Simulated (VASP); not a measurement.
The system is TiSi3W.

```
CELL_PARAMETERS angstrom
4.73038 0.00000 0.00000
-2.36519 4.09663 0.00000
0.00000 0.00000 4.19246
ATOMIC_POSITIONS crystal
Ti 0.00000 0.00000 0.00000
Si 0.37617 0.00000 0.50000
Si 0.00000 0.37617 0.50000
Si 0.62383 0.62383 0.50000
W 0.00000 0.00000 0.50000
```

The cell was built from a structure type or drawn by symmetry, and may not be a known phase.

| Item | Value |
| --- | --- |
| Program | VASP 6.6.1 |
| Task | relaxation of cell and atoms |
| Functional | PBE |
| Potentials or basis | VASP PAW PBE potentials, release 64 (Ti_sv, Si, W_sv) |
| Cutoff | 600 eV |
| k mesh | 6 × 6 × 4 |
| Occupations | gaussian, width 0.1 eV |
| Spin | no spin polarisation |

At the start: pressure 101.7 GPa; volume 16.25 Å³/atom.

Where does the relaxation end?

Over 18 steps the energy falls by 3894.6 meV/atom and the volume is 21.49 Å³/atom (+32.2 %); space group P-62m (No. 189, to 0.1 Å) before, P6/mmm (No. 191, to 0.1 Å).

The path:
| step | energy change (eV) | largest force (eV/Å) | pressure (GPa) | volume (Å³) |
| --- | --- | --- | --- | --- |
| 1 | 0.0000 | 24.2875 | 101.71 | 81.24 |
| 2 | -9.7668 | 2.2703 | -8.55 | 268.43 |
| 3 | -10.3006 | 2.0649 | -8.97 | 248.71 |
| 4 | -10.8684 | 1.8754 | -9.41 | 230.92 |
| 5 | -15.6757 | 0.4017 | -10.89 | 143.78 |
| 6 | -18.1195 | 0.3312 | -3.46 | 109.68 |
| 7 | -17.7070 | 2.2531 | 12.44 | 94.90 |
| 8 | -18.2112 | 0.6090 | -0.22 | 105.59 |
| 9 | -18.2135 | 0.7226 | 0.83 | 104.40 |
| 10 | -19.2267 | 0.6447 | -1.02 | 106.49 |
| 11 | -19.2015 | 0.0149 | 3.64 | 107.89 |
| 12 | -19.4466 | 0.4153 | 0.54 | 107.44 |
| 13 | -19.4507 | 0.4549 | 0.32 | 107.35 |
| 14 | -19.4504 | 0.4689 | 0.25 | 107.31 |
| 15 | -19.4703 | 0.1429 | -0.37 | 107.85 |
| 16 | -19.4717 | 0.0324 | -0.58 | 108.04 |
| 17 | -19.4719 | 0.0424 | 0.46 | 106.91 |
| 18 | -19.4730 | 0.0060 | -0.02 | 107.44 |

Final structure:
```
Ti Si W
1.0
     4.96752    0.00000    0.00000
    -2.48376    4.30200    0.00000
     0.00000    0.00000    5.02770
Ti Si W
1 3 1
Direct
  0.00000 0.00000 0.00000
  0.50008 0.00000 0.50000
  0.00000 0.50008 0.50000
  0.49992 0.49992 0.50000
  0.00000 0.00000 0.50000
```

Caveat: the k points lie up to 0.31 Å⁻¹ apart in the final cell, too coarse for converged energies and pressures of a metal; the volume moved by over 15 % at a fixed basis, so the end points are rough.
